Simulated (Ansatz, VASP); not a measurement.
**One calculation of InP, two programs**

POSCAR

```
InP
1.0
    0.0000000000      2.9305000000      2.9305000000
    2.9305000000      0.0000000000      2.9305000000
    2.9305000000      2.9305000000      0.0000000000
In P
1 1
Direct
    0.0000000000      0.0000000000      0.0000000000
    0.7500000000      0.7500000000      0.7500000000
```

The input INCAR.step1:

```
SYSTEM = InP
ALGO = Normal ; EDIFF = 1E-5
ENCUT = 520 ; GGA = PE
ISIF = 2 ; ISMEAR = -1
LASPH = .True. ; LCHARG = .False.
LREAL = .False. ; LWAVE = .True.
NBANDS = 16 ; NELM = 60
PREC = Accurate ; SIGMA = 0.1
```

Contents of INCAR.step2:

```
SYSTEM = InP
AEXX = 0.1 ; ALGO = Normal
EDIFF = 1E-7 ; ENCUT = 520
ISIF = 2 ; ISMEAR = -1
ISTART = 1 ; LASPH = .True.
LCHARG = .False. ; LHFCALC = .True.
LMIXTAU = .True. ; LREAL = .False.
LWAVE = .False. ; METAGGA = R2SCAN
NBANDS = 16 ; NELM = 60
PREC = Accurate ; PRECFOCK = Normal
SIGMA = 0.1
```

The input KPOINTS:

```
k-points
0
Gamma
  5 5 5
  0 0 0
```

The input input.yaml:

```yaml
crystal:
  lattice:
    - [0.0, 2.9305, 2.9305]
    - [2.9305, 0.0, 2.9305]
    - [2.9305, 2.9305, 0.0]
  atoms:
    - { symbol: In, position: [0.0, 0.0, 0.0] }
    - { symbol: P, position: [0.75, 0.75, 0.75] }
hamiltonian:
  xc: r2scanh
  pseudopotentials: { kind: paw, core: large }
kpoints:
  mp_grid: { grid: [5, 5, 5] }
scf:
  occupations: { method: fermi_dirac, width: 0.1 }
  eigensolver: { kind: davidson }
  convergence: { dr2_threshold: 1.0e-08 }
output:
  forces: true
  stress: true
  eigenvalues: true
  write_density: true
  write_potential: true
  elf: true
  volumetric_format: npy
basis:
  precision: f64
  ecutrho_ratio: 8
```

Alike in both runs: functional r2SCANh; k mesh 5 × 5 × 5; occupations fermi-dirac, width 0.1 eV; no spin polarisation.

```csv
,VASP,Ansatz
version,VASP 6.6.1,Ansatz 0.2.0
potentials or method,"VASP PAW PBE potentials, release 64 (In_d, P)",Ansatz PAW
plane-wave cutoff (eV),520,500
valence electrons in the cell,18,18
task,single point,electron localisation function
```

Ansatz gave:

- gap on the k mesh at the Fermi level (eV): 1.64
- least direct gap on the mesh (eV): 1.64
- pressure (GPa): 1.2

Question: What did VASP give for the same quantities?

Answer: gap on the k mesh at the Fermi level (eV): 1.67; least direct gap on the mesh (eV): 1.67; pressure (GPa): 1.1.

VASP's potentials were made for PBE, not for r2SCANh.

Noted on Ansatz's run: odd divisions of the mesh miss points on the zone boundary, where band edges often lie, so the gap on the mesh can be too wide.
